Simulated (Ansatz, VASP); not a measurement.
**One calculation of Pt, two programs**

```
CELL_PARAMETERS angstrom
0.00000 1.96083 1.96083
1.96083 0.00000 1.96083
1.96083 1.96083 0.00000
ATOMIC_POSITIONS crystal
Pt 0.00000 0.00000 0.00000
```

Alike in both runs: functional PBEsol; k mesh 18 × 18 × 18; occupations fermi-dirac, width 0.15 eV; no spin polarisation.

Ansatz relaxed the structure, and its values are those at the end. VASP's run is a single point on that final structure, the one shown.

```csv
,VASP,Ansatz
version,VASP 6.6.1,Ansatz 0.2.0
potentials or method,"VASP PAW PBE potentials, release 64 (Pt), cutoff 520 eV","scalar-relativistic, plane waves, PAW"
valence electrons in the cell,10,18
```

|  | VASP | Ansatz | Ansatz less VASP |
| --- | --- | --- | --- |
| gap on the k mesh at the Fermi level (eV) | none | none | - |
| pressure (GPa) | -0.4 | 0.0 | +0.39 |

VASP's potentials were made for PBE, not for PBEsol, and Ansatz warns of the same on its side. A gap of «none» marks a metal or a gap that the smearing closes. VASP's potentials hold 10 valence electrons a cell and Ansatz's 18, so a difference there can come from the potentials and not from the codes.

Neither program's run includes spin-orbit coupling.
